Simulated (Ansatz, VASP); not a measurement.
## Fe: VASP beside Ansatz

```
Fe
1.0
     1.21459   -2.10373    0.00000
     1.21459    2.10373    0.00000
     0.00000    0.00000    3.75959
Fe
2
Direct
  0.33333 0.66667 0.25000
  0.66667 0.33333 0.75000
```

Alike in both runs: task relaxation of cell and atoms; functional PBE; k mesh 6 × 6 × 4; no spin polarisation.

|  | VASP | Ansatz |
| --- | --- | --- |
| version | VASP 6.6.1 | Ansatz 0.2 development build |
| potentials or method | VASP PAW PBE potentials, release 64 (Fe) | scalar-relativistic |
| plane-wave cutoff (eV) | 600 | 1225 |
| occupations | fermi-dirac, width 0.1 eV | fermi-dirac |

```csv
,VASP,Ansatz,Ansatz less VASP
relaxed volume (Å³/atom),10.21,10.22,+0.010
relaxed cell length with the largest relative difference (Å),3.877,3.878,+0.0014
```

Ansatz's warnings: cutoff auto derived.

The k mesh is coarse, so the values compare programs but aren't converged.
